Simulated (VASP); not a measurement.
Wanted: the native input for a VASP 6.6.1 run.

| Property | Result |
| --- | --- |
| Task | relaxation of volume and atoms at fixed shape |
| Functional | PBE |
| Potentials or basis | VASP PAW PBE potentials, release 64 (Y_sv) |
| Cutoff | 600 eV |
| k mesh | 13 × 13 × 7 |
| Occupations | methfessel-paxton, width 0.1 eV |
| Spin | no spin polarisation |
| Dipole correction | no |
| Further INCAR settings | ALGO = Normal; EDIFF = 1e-06; IBRION = 2; EDIFFG = -0.02; NSW = 80; ISIF = 8 |

The structure of Y lies in POSCAR:

```
Y
1.0
    3.6474000000      0.0000000000      0.0000000000
   -1.8237000000      3.1587410000      0.0000000000
    0.0000000000      0.0000000000      5.7306000000
Y
2
Direct
    0.3333333333      0.6666666667      0.2500000000
    0.6666666667      0.3333333333      0.7500000000
```

These files were run (other wordings do the same):

INCAR

```
PREC = Accurate ; ENCUT = 600
EDIFF = 1E-6 ; ISMEAR = 1
SIGMA = 0.1 ; LREAL = False
LASPH = True ; NELM = 80
ALGO = Normal ; ISIF = 8
LWAVE = False ; LCHARG = False
GGA = PE ; IBRION = 2
NSW = 80 ; EDIFFG = -0.02
```

KPOINTS

```
regular mesh
0
Gamma
  13 13 7
```

Potentials or basis: VASP PAW PBE potentials, release 64 (Y_sv).

Command:

```sh
$ cat potpaw_PBE.64/Y_sv/POTCAR > POTCAR
$ mpirun -np 1 vasp_std > vasp.out
```

It gave:

```json
{"Relaxed volume": "32.76 Å³/atom", "Relaxed cell": "a = 3.638 Å, b = 3.638 Å, c = 5.716 Å, α = 90.00°, β = 90.00°, γ = 120.00°", "Space group after relaxing (to 0.1 Å)": "P6_3/mmc (No. 194)", "Energy gained by relaxing": "0.2 meV/atom", "Ionic steps": "2", "Pressure after relaxing": "0.0 GPa", "Band gap on the k mesh": "zero (bands 11 and 12 overlap by 1.34 eV)"}
```

Run time: 93 s on 1 thread of Intel(R) Xeon(R) Platinum 8559C (Emerald Rapids), with other jobs on the host, peak memory 0.27 GiB.
